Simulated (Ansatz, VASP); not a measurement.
**Two plane-wave programs on Ba**

```
Ba
1.0
     3.63253   -2.45434    0.00000
     3.63253    2.45434    0.00000
     0.00000    0.00000    7.27813
Ba
2
Direct
  0.74413 0.25587 0.25000
  0.25587 0.74413 0.75000
```

Alike in both runs: task relaxation of cell and atoms; functional PBE; k mesh 10 × 10 × 6; occupations gaussian, width 0.1 eV; no spin polarisation.

```csv
,VASP,Ansatz
version,VASP 6.6.1,Ansatz 0.2.0
potentials or method,"VASP PAW PBE potentials, release 64 (Ba_sv), cutoff 600 eV","scalar-relativistic, plane waves, PAW"
valence electrons in the cell,20,20
```

Ansatz gave:

| Quantity | Value |
| --- | --- |
| gap on the k mesh at the Fermi level, each at its own relaxed structure (eV) | none |
| relaxed volume (Å³/atom) | 63.27 |
| relaxed length of the cell vector where the two differ most in proportion (Å) | 4.346 |

Task: Which values does VASP return?

Result: gap on the k mesh at the Fermi level, each at its own relaxed structure (eV): none; relaxed volume (Å³/atom): 63.63; relaxed length of the cell vector where the two differ most in proportion (Å): 4.354.

A gap of «none» marks a metal or a gap that the smearing closes.

Neither program's run includes spin-orbit coupling.
